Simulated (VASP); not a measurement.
# RbBr (P6_3/mmc) in VASP: a series of runs

Runs on RbBr. Level: PBE. Tasks: single point.

Everything below comes from runs of VASP 6.6.1. Logs are shortened: lines on timing, memory, paths and dates and some standing lists are left out, and cuts for length are marked.

### 1 The cell of the first run

It takes space group P6_3/mmc (No. 194, hexagonal). Conventional cell: a = 4.804 Å, b = 4.804 Å, c = 8.416 Å, α = 90.00°, β = 90.00°, γ = 120.00°. Within 4.6 Å of Rb (site symmetry -3m) lie 6 Br at 3.48 Å and 2 Rb at 4.21 Å. Br (site symmetry -6m2) has 6 Rb at 3.48 Å within 4.6 Å.

### 2 Single point, PBE (volume changed by -3%)

Input file INCAR:

```
SYSTEM = RbBr
ALGO = Normal ; EDIFF = 1E-7
ENCUT = 520 ; GGA = PE
ISIF = 2 ; ISMEAR = 0
LASPH = .True. ; LCHARG = .True.
LELF = .True. ; LREAL = .False.
LVHAR = .True. ; LWAVE = .False.
NBANDS = 24 ; NELM = 60
PREC = Accurate ; SIGMA = 0.01
```

Input file KPOINTS:

```
k-points
0
Gamma
  6 6 4
  0 0 0
```

Input file POSCAR:

```
RbBr
1.0
    4.8044823499      0.0000000000      0.0000000000
   -2.4022411749      4.1608037670      0.0000000000
    0.0000000000      0.0000000000      8.4161328987
Rb Br
2 2
Direct
    0.0000000000      0.0000000000      0.0000000000
    0.0000000000      0.0000000000      0.5000000000
    0.3333333333      0.6666666667      0.2500000000
    0.6666666667      0.3333333333      0.7500000000
```

Potentials or basis: VASP PAW PBE potentials, release 64 (Rb_sv, Br).

The run is started by

```sh
$ cat potpaw_PBE.64/Rb_sv/POTCAR potpaw_PBE.64/Br/POTCAR > POTCAR
$ mpirun -np 1 vasp_std > vasp.out
```

OUTCAR:

```text
SYSTEM = RbBr
   EDIFF = 1E-7
   ENCUT = 520
   GGA = PE
   ISIF = 2
   ISMEAR = 0
   LASPH = .True.
   LREAL = .False.
   NELM = 60
   PREC = Accurate

 ion  position               nearest neighbor table
   1  0.000  0.000  0.000-   3 3.48   4 3.48   3 3.48   4 3.48   4 3.48   3 3.48   2 4.21   2 4.21

   2  0.000  0.000  0.500-   3 3.48   4 3.48   3 3.48   4 3.48   4 3.48   3 3.48   1 4.21   1 4.21

   3  0.333  0.667  0.250-   1 3.48   2 3.48   1 3.48   2 3.48   1 3.48   2 3.48
   4  0.667  0.333  0.750-   1 3.48   2 3.48   1 3.48   2 3.48   1 3.48   2 3.48

  LATTYP: Found a hexagonal cell.
 ALAT       =     4.8044823499
 C/A-ratio  =     1.7517252194

  Lattice vectors:

 A1 = (   4.8044823499,   0.0000000000,   0.0000000000)
 A2 = (  -2.4022411749,   4.1608037670,   0.0000000000)
 A3 = (   0.0000000000,   0.0000000000,   8.4161328987)

Analysis of symmetry for initial positions (statically):
=====================================================================
 Subroutine PRICEL returns:
 Original cell was already a primitive cell.

 Routine SETGRP: Setting up the symmetry group for a
 hexagonal supercell.

 Subroutine GETGRP returns: Found 24 space group operations
 (whereof 12 operations were pure point group operations)
 out of a pool of 24 trial point group operations.

The static configuration has the point symmetry D_3d.
 The point group associated with its full space group is D_6h.

Analysis of symmetry for dynamics (positions and initial velocities):
=====================================================================
 Subroutine PRICEL returns:
 Original cell was already a primitive cell.

 Routine SETGRP: Setting up the symmetry group for a
 hexagonal supercell.

 Subroutine GETGRP returns: Found 24 space group operations
 (whereof 12 operations were pure point group operations)
 out of a pool of 24 trial point group operations.

The dynamic configuration has the point symmetry D_3d.
 The point group associated with its full space group is D_6h.

 Subroutine INISYM returns: Found 24 space group operations
 (whereof 12 operations are pure point group operations),
 and found     1 'primitive' translations

----------------------------------------------------------------------------------------

[... 88 lines left out ...]
   LSORBIT =      F    spin-orbit coupling
   LASPH  =      T    aspherical Exc in radial PAW
   ENCUT  =  520.0 eV  38.22 Ry    6.18 a.u.   8.93  8.93 15.65*2*pi/ulx,y,z
   NELM   =     60;   NELMIN=  2; NELMDL= -5     # of ELM steps
   EDIFF  = 0.1E-06   stopping-criterion for ELM
   LREAL  =      F    real-space projection
   EDIFFG = 0.1E-05   stopping-criterion for IOM
   NSW    =      0    number of steps for IOM
   IBRION =     -1    ionic relax: 0-MD 1-quasi-New 2-CG
   NFREE  =      0    steps in history (QN), initial steepest desc. (CG)
   ISIF   =      2    stress and relaxation
   ISYM   =      2    0-nonsym 1-usesym 2-fastsym
   POTIM  = 0.5000    time-step for ionic-motion
   TEBEG  =    0.0;   TEEND  =   0.0 temperature during run
   PSTRESS=    0.0 pullay stress
   NELECT =      32.0000    total number of electrons
   NUPDOWN=      -1.0000    fix difference up-down
   EMIN   =  10.00;   EMAX   =-10.00  energy-range for DOS
   EFERMI =   0.00;   METHOD = LEGACY
   ISMEAR =     0;   SIGMA  =   0.01  broadening in eV -4-tet -1-fermi 0-gaus
   EFERMI_NEDOS =   21; number of points for ismear=-14 and -15
   IALGO  =     38    algorithm
   IMIX   =      4    mixing-type and parameters
     AMIX     =   0.40;   BMIX     =  1.00
     AMIX_MAG =   1.60;   BMIX_MAG =  1.00
  volume/ion in A,a.u.               =      42.06       283.84
  Fermi-wavevector in a.u.,A,eV,Ry     =   0.941483  1.779146 12.060083  0.886391
  Thomas-Fermi vector in A             =   2.068999
   LORBIT       =      0    0 simple, 1 ext, 2 COOP (PROOUT), +10 PAW based schemes
   GGA     = PE    functional components
   LHFCALC =     F    Hartree Fock is set to
   AEXX    =    0.0000 exact exchange contribution
   IVDW    =     0    specifies the selected vdW correction
   LEPSILON=     F    determine dielectric tensor
   LRPA    =     F    only Hartree local field effects (RPA)
 non-spin polarized calculation
 Gauss-broadening in eV      SIGMA  =   0.01
  energy-cutoff  :      520.00
  volume of cell :      168.24
 maximum number of plane-waves:      4548
 NGX is ok and might be reduce to    36
   NGX = 17   NGY = 17   NGZ = 31

 number of electron      32.0000001 magnetization

 Free energy of the ion-electron system (eV)
  ---------------------------------------------------
  ext. energy  EPLUGINS =         0.00000000
  ---------------------------------------------------
  free energy    TOTEN  =       -12.12611944 eV

  energy without entropy =      -12.12611944  energy(sigma->0) =      -12.12611944

 E-fermi :  -1.7577     XC(G=0):  -7.0591

 val. band max:       -1.8587053497   @ k =   0.0000   0.0000   0.0000
 cond. band min:       2.3470290157   @ k =   0.0000   0.0000   0.0000
 fundamental gap:      4.2057343654
 Fermi energy:        -1.7576636356

 k-point     1 :       0.0000    0.0000    0.0000
  band No.  band energies     occupation
      1     -26.5105      2.00000
      2     -26.4942      2.00000
      3     -14.0955      2.00000
      4     -14.0407      2.00000
      5     -10.6122      2.00000
      6     -10.5863      2.00000
[... 556 lines left out ...]
     23       6.7018      0.00000
     24       6.7020      0.00000

------------------------ aborting loop because EDIFF is reached ----------------------------------------

  FORCE on cell =-STRESS in cart. coord.  units (eV):
  Direction    XX          YY          ZZ          XY          YZ          ZX
  --------------------------------------------------------------------------------------
  -------------------------------------------------------------------------------------
  Total        0.3647540      0.3647540      0.4741028      0.0000000     -0.0000000      0.0000000
  in kB        3.4735554      3.4735554      4.5148850      0.0000000     -0.0000000      0.0000000
  external PRESSURE =       3.8206653 kB  Pullay stress =       0.0000000 kB

 VOLUME and BASIS-vectors are now :
 -----------------------------------------------------------------------------
  energy-cutoff  :      520.00
  volume of cell :      168.24
      direct lattice vectors                 reciprocal lattice vectors
     4.804482350  0.000000000  0.000000000     0.208138968  0.120169089  0.000000000
    -2.402241175  4.160803767  0.000000000     0.000000000  0.240338179  0.000000000
     0.000000000  0.000000000  8.416132899     0.000000000  0.000000000  0.118819416

 POSITION                                       TOTAL-FORCE (eV/Angst)
 -----------------------------------------------------------------------------------
      0.00000      0.00000      0.00000         0.000000      0.000000      0.000000
      0.00000      0.00000      4.20807         0.000000      0.000000      0.000000
     -0.00000      2.77387      2.10403        -0.000000     -0.000000      0.000000
      2.40224      1.38693      6.31210         0.000000      0.000000     -0.000000
 -----------------------------------------------------------------------------------
    total drift:                               -0.000000      0.000000     -0.000000

  FREE ENERGIE OF THE ION-ELECTRON SYSTEM (eV)
  ---------------------------------------------------
  free  energy   TOTEN  =       -12.1261194350 eV

  energy  without entropy=      -12.1261194350  energy(sigma->0) =      -12.12611944
```

OSZICAR:

```text
N       E                     dE             d eps       ncg     rms          rms(c)
DAV:   1     0.200477994861E+03    0.20048E+03   -0.13200E+04  1008   0.112E+03
DAV:   2     0.496632897407E+01   -0.19551E+03   -0.18572E+03  1344   0.212E+02
DAV:   3    -0.122825751304E+02   -0.17249E+02   -0.17180E+02  1632   0.632E+01
DAV:   4    -0.125953632798E+02   -0.31279E+00   -0.31247E+00  1400   0.866E+00
DAV:   5    -0.126036280569E+02   -0.82648E-02   -0.82645E-02  1480   0.114E+00    0.383E+00
DAV:   6    -0.121410201866E+02    0.46261E+00   -0.72760E-01  1200   0.299E+00    0.266E+00
DAV:   7    -0.120997598588E+02    0.41260E-01   -0.37694E-01  1240   0.222E+00    0.130E+00
DAV:   8    -0.121229624378E+02   -0.23203E-01   -0.49017E-02  1368   0.906E-01    0.154E-01
DAV:   9    -0.121247682056E+02   -0.18058E-02   -0.47531E-03  1280   0.266E-01    0.947E-02
DAV:  10    -0.121260297606E+02   -0.12616E-02   -0.12104E-03  1128   0.183E-01    0.181E-02
DAV:  11    -0.121260997945E+02   -0.70034E-04   -0.73419E-05  1416   0.422E-02    0.931E-03
DAV:  12    -0.121261184611E+02   -0.18667E-04   -0.27488E-05  1120   0.276E-02    0.281E-03
DAV:  13    -0.121261191870E+02   -0.72597E-06   -0.88240E-07  1480   0.379E-03    0.224E-03
DAV:  14    -0.121261194634E+02   -0.27632E-06   -0.12029E-06  1152   0.531E-03    0.672E-04
DAV:  15    -0.121261194350E+02    0.28351E-07   -0.79735E-08   904   0.148E-03
   1 F= -.12126119E+02 E0= -.12126119E+02  d E =-.358916E-48
```

Run time: 72 s. Hardware: 1 thread of Intel Xeon Platinum 8375C at 2.90GHz (Ice Lake), shared host; peak memory 0.29 GiB.

Results:

| Item | Value |
| --- | --- |
| Free energy | -12.1261 eV |
| Pressure | 0.4 GPa |
| Band gap on the k mesh | 4.21 eV, direct |

Stress tensor (GPa, compression positive):
```
0.35 0.00 0.00
0.00 0.35 0.00
0.00 0.00 0.45
```

Caveat: the cell differs from its parent crystal (volume changed by -3%). A k mesh can miss the band edges.

### 3 Single point, PBE

This run uses another cell than the first one, of 43.36 Å³/atom, 1.031 times its volume.

Input file INCAR:

```
PREC = Accurate
ENCUT = 520
EDIFF = 1E-6
ISMEAR = 0
SIGMA = 0.01
LREAL = False
LASPH = True
NELM = 60
ALGO = Normal
ISIF = 2
LWAVE = False
LCHARG = False
GGA = PE
NBANDS = 24
```

Input file KPOINTS:

```
Automatic mesh
0
Gamma
  6 6 4
```

Input file POSCAR:

```
RbBr
1.0
    4.8535110663      0.0000000000      0.0000000000
   -2.4267555331      4.2032638809      0.0000000000
    0.0000000000      0.0000000000      8.5020177377
Rb Br
2 2
Direct
    0.0000000000      0.0000000000      0.0000000000
    0.0000000000      0.0000000000      0.5000000000
    0.3333333333      0.6666666667      0.2500000000
    0.6666666667      0.3333333333      0.7500000000
```

Potentials or basis: VASP PAW PBE potentials, release 64 (Rb_sv, Br).

The run is started by

```sh
$ cat potpaw_PBE.64/Rb_sv/POTCAR potpaw_PBE.64/Br/POTCAR > POTCAR
$ mpirun -np 1 vasp_std > vasp.out
```

Run time: 61 s. Hardware: 1 thread of Intel Xeon Platinum 8375C at 2.90GHz (Ice Lake), shared host; peak memory 0.31 GiB.

The run converged. Its results:

```
Free energy            : -12.1322 eV
Pressure               : 0.0 GPa
Band gap on the k mesh : 4.13 eV, direct
```

Levels at points of the mesh, in eV from the valence-band top:
```tsv
k point	band 14	band 15	band 16	band 17	band 18	band 19
(0.00, 0.00, 0.00)	-0.11	0.00	0.00	4.13	6.31	6.57
(0.50, 0.00, 0.00)	-0.31	-0.31	-0.15	5.85	6.69	6.81
(0.00, 0.00, 0.50)	-0.13	-0.13	-0.13	5.26	5.26	6.94
(0.50, 0.00, 0.50)	-0.34	-0.23	-0.23	6.44	6.44	6.70
```

A k mesh can miss the band edges. PBE gaps usually lie below the measured ones, often by a third to a half.

### 4 Single point, PBE (volume changed by +3%)

Input file INCAR:

```
  PREC = Accurate
  ENCUT = 520
  EDIFF = 1E-6
  ISMEAR = 0
  SIGMA = 0.01
  LREAL = False
  LASPH = True
  NELM = 60
  ALGO = Normal
  ISIF = 2
  LWAVE = False
  LCHARG = False
  GGA = PE
  NBANDS = 24
```

KPOINTS is that of step 3.

Input file POSCAR:

```
RbBr
1.0
    4.9015687567      0.0000000000      0.0000000000
   -2.4507843783      4.2448830617      0.0000000000
    0.0000000000      0.0000000000      8.5862016060
Rb Br
2 2
Direct
    0.0000000000      0.0000000000      0.0000000000
    0.0000000000      0.0000000000      0.5000000000
    0.3333333333      0.6666666667      0.2500000000
    0.6666666667      0.3333333333      0.7500000000
```

The run is started by

```sh
$ cat potpaw_PBE.64/Rb_sv/POTCAR potpaw_PBE.64/Br/POTCAR > POTCAR
$ mpirun -np 1 vasp_std > vasp.out
```

It took 59 s on 1 thread of Intel Xeon Platinum 8375C at 2.90GHz (Ice Lake), shared host; peak memory 0.3 GiB.

The run converged. Its results:

| Item | Value |
| --- | --- |
| Free energy | -12.1268 eV |
| Pressure | -0.3 GPa |
| Band gap on the k mesh | 4.06 eV, direct |

Levels at points of the mesh, in eV from the valence-band top:
```
           k point  band 14  band 15  band 16  band 17  band 18  band 19
(0.00, 0.00, 0.00)    -0.11     0.00     0.00     4.06     6.31     6.49
(0.50, 0.00, 0.00)    -0.31    -0.29    -0.15     5.86     6.64     6.71
(0.00, 0.00, 0.50)    -0.12    -0.12    -0.12     5.16     5.16     6.91
(0.50, 0.00, 0.50)    -0.32    -0.22    -0.22     6.42     6.42     6.61
```

Caveat: the cell differs from its parent crystal (volume changed by +3%). A k mesh can miss the band edges.

### 5 Single point, PBE (volume changed by +6%)

Input file INCAR:

```
PREC = Accurate ; ENCUT = 520
EDIFF = 1E-7 ; ISMEAR = 0
SIGMA = 0.01 ; LREAL = F
LASPH = T ; NELM = 80
ALGO = Normal ; ISIF = 2
LWAVE = F ; LCHARG = T
GGA = PE ; LELF = T
LVHAR = T ; NBANDS = 24
```

KPOINTS is that of step 4.

Input file POSCAR:

```
RbBr
1.0
    4.9487021169      0.0000000000      0.0000000000
   -2.4743510585      4.2857017490      0.0000000000
    0.0000000000      0.0000000000      8.6687663018
Rb Br
2 2
Direct
    0.0000000000      0.0000000000      0.0000000000
    0.0000000000      0.0000000000      0.5000000000
    0.3333333333      0.6666666667      0.2500000000
    0.6666666667      0.3333333333      0.7500000000
```

The run is started by

```sh
$ cat potpaw_PBE.64/Rb_sv/POTCAR potpaw_PBE.64/Br/POTCAR > POTCAR
$ mpirun -np 1 vasp_std > vasp.out
```

Run time: 95 s. Hardware: 1 thread of Intel Xeon Platinum 8375C at 2.90GHz (Ice Lake), shared host; peak memory 0.34 GiB.

Results (log left out):

```yaml
Free_energy: -12.1119 eV
Pressure: -0.6 GPa
Band_gap_on_the_k_mesh: 4.00 eV, direct
```

Levels at points of the mesh, in eV from the valence-band top:
| k point | band 13 | band 14 | band 15 | band 16 | band 17 | band 18 | band 19 | band 20 |
| --- | --- | --- | --- | --- | --- | --- | --- | --- |
| (0.00, 0.00, 0.00) | -0.21 | -0.11 | 0.00 | 0.00 | 4.00 | 6.31 | 6.42 | 7.13 |
| (0.50, 0.00, 0.00) | -0.41 | -0.30 | -0.27 | -0.14 | 5.86 | 6.59 | 6.63 | 6.78 |
| (0.00, 0.00, 0.50) | -0.11 | -0.11 | -0.11 | -0.11 | 5.06 | 5.06 | 6.87 | 6.87 |
| (0.50, 0.00, 0.50) | -0.31 | -0.31 | -0.20 | -0.20 | 6.40 | 6.40 | 6.52 | 6.52 |

Caveat: the cell differs from its parent crystal (volume changed by +6%). A k mesh can miss the band edges.

### 6 Overview

| cell | gap on the mesh (eV) | pressure (GPa) |
| --- | --- | --- |
| a = 4.804, b = 4.804, c = 8.416 Å, angles 90.0, 90.0, 120.0°, 4 atoms | 4.21 | 0.4 |
| a = 4.854, b = 4.854, c = 8.502 Å, angles 90.0, 90.0, 120.0°, 4 atoms | 4.13 | 0.0 |
| a = 4.902, b = 4.902, c = 8.586 Å, angles 90.0, 90.0, 120.0°, 4 atoms | 4.06 | -0.3 |
| a = 4.949, b = 4.949, c = 8.669 Å, angles 90.0, 90.0, 120.0°, 4 atoms | 4.00 | -0.6 |

Alike in all rows: task single point; level PBE; potentials or basis VASP PAW PBE potentials, release 64 (Rb_sv, Br); no spin polarisation; k mesh 6 × 6 × 4; cutoff (eV) 520; smearing gaussian 0.01 eV.

Absolute energies hang on the potentials; compare differences alone.
